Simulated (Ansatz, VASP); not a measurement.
**One calculation of Hf, two programs**

```
Hf
1.0
    -1.71475    1.71475    1.85013
     1.71475   -1.71475    1.85013
     1.71475    1.71475   -1.85013
Hf
1
Direct
  0.00000 0.00000 0.00000
```

Change from the starting cell: strain -0.050 along x and y, +0.025 along z, atoms carried along.

Alike in both runs: task single point; functional PBEsol; k mesh 18 × 18 × 18; occupations gaussian, width 0.15 eV; no spin polarisation.

|  | VASP | Ansatz |
| --- | --- | --- |
| version | VASP 6.6.1 | Ansatz 0.2.0 |
| potentials or method | VASP PAW PBE potentials, release 64 (Hf_pv), cutoff 520 eV | scalar-relativistic, plane waves, PAW |
| valence electrons in the cell | 10 | 26 |

|  | VASP | Ansatz | Ansatz less VASP |
| --- | --- | --- | --- |
| gap on the k mesh at the Fermi level (eV) | none | none | - |
| pressure (GPa) | -2.3 | -2.1 | +0.28 |
| traceless stress, the component that is largest in VASP (GPa) | 1.71 | 1.61 | -0.092 |

VASP's potentials were made for PBE, not for PBEsol. A gap of «none» marks a metal or a gap that the smearing closes. The functional is the same, so the differences come from potentials, cutoffs and numerics. VASP's potentials hold 10 valence electrons a cell and Ansatz's 26, so a difference there can come from the potentials and not from the codes.

Spin-orbit coupling is off throughout.
